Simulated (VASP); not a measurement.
Set up this calculation in VASP 6.6.1, as the native input.

* Task: relaxation of the atoms
* Functional: PBE
* Potentials or basis: VASP PAW PBE potentials, release 64 (In_d, P)
* Cutoff: 520 eV
* k mesh: 13 × 13 × 13
* Occupations: fermi-dirac, width 0.02 eV
* Spin: no spin polarisation
* Dipole correction: no
* Further INCAR settings: ALGO = Normal; EDIFF = 1e-06; IBRION = 2; EDIFFG = -0.02; NSW = 80

The structure of InP lies in POSCAR:

```
InP
1.0
    0.0000000000      2.9343500000      2.8756630000
    2.9343500000      0.0000000000      2.8756630000
    2.9343500000      2.9343500000      0.0000000000
In P
1 1
Direct
    0.0000000000      0.0000000000      0.0000000000
    0.2500000000      0.2500000000      0.2500000000
```

This cell differs from its parent crystal: z stretched by -2 %.

One way to write it, as run:

INCAR

```
  ALGO = Normal
  EDIFF = 1E-6
  EDIFFG = -0.02
  ENCUT = 520
  GGA = PE
  IBRION = 2
  ISIF = 2
  ISMEAR = -1
  LASPH = True
  LCHARG = False
  LREAL = False
  LWAVE = False
  NELM = 60
  NSW = 80
  PREC = Accurate
  SIGMA = 0.02
```

KPOINTS

```
k-points
0
Gamma
  13 13 13
```

Potentials or basis: VASP PAW PBE potentials, release 64 (In_d, P).

Run with:

```sh
$ cat potpaw_PBE.64/In_d/POTCAR potpaw_PBE.64/P/POTCAR > POTCAR
$ mpirun -np 1 vasp_std > vasp.out
```

It gave:

```json
{
  "Pressure after relaxing": "4.5 GPa",
  "Band gap on the k mesh": "0.74 eV, direct"
}
```

Caveat: the cell differs from its parent crystal (z stretched by -2 %); the relaxation stopped at its first step, so nothing moved; spin-orbit coupling is left out, which moves the levels of the heavy elements.

Run time: 2.2 min on 1 thread of Intel(R) Xeon(R) Platinum 8259CL CPU @ 2.50GHz (Skylake/Cascade Lake), on a shared host, peak memory 0.27 GiB.
